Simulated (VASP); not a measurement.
Wanted: the native input for a VASP 6.6.1 run.

| Item | Value |
| --- | --- |
| Task | single point |
| Functional | PBE |
| Potentials or basis | VASP PAW PBE potentials, release 64 (In_d, As) |
| Cutoff | 520 eV |
| k mesh | 12 × 12 × 12 |
| Occupations | gaussian, width 0.1 eV |
| Spin | no spin polarisation |
| Dipole correction | no |
| Further INCAR settings | ALGO = Normal; EDIFF = 1e-07; NBANDS = 16 |

The structure of InAs lies in POSCAR:

```
InAs
1.0
    0.0000000000      3.1237908444      3.1237908444
    3.1237908444      0.0000000000      3.1237908444
    3.1237908444      3.1237908444      0.0000000000
In As
1 1
Direct
    0.0000000000      0.0000000000      0.0000000000
    0.2500000000      0.2500000000      0.2500000000
```

These files were run (other wordings do the same):

INCAR

```
SYSTEM = InAs
PREC = Accurate ; ENCUT = 520
EDIFF = 1E-7 ; ISMEAR = 0
SIGMA = 0.1 ; LREAL = .FALSE.
LASPH = .TRUE. ; NELM = 100
ALGO = Normal ; ISIF = 2
LWAVE = .FALSE. ; LCHARG = .FALSE.
GGA = PE ; NBANDS = 16
```

KPOINTS

```
Automatic mesh
0
G
  12 12 12
  0 0 0
```

Potentials or basis: VASP PAW PBE potentials, release 64 (In_d, As).

Run with:

```sh
$ cat potpaw_PBE.64/In_d/POTCAR potpaw_PBE.64/As/POTCAR > POTCAR
$ mpirun -np 1 vasp_std > vasp.out
```

It gave:

```
Pressure               : -1.3 GPa
Band gap on the k mesh : zero (filled and empty bands touch)
```

Caveat: spin-orbit coupling is left out, which moves the levels of the heavy elements.

Wall time 97 s on 1 thread of Intel(R) Xeon(R) Platinum 8488C (Sapphire Rapids), with other jobs on the host, peak memory 0.24 GiB.
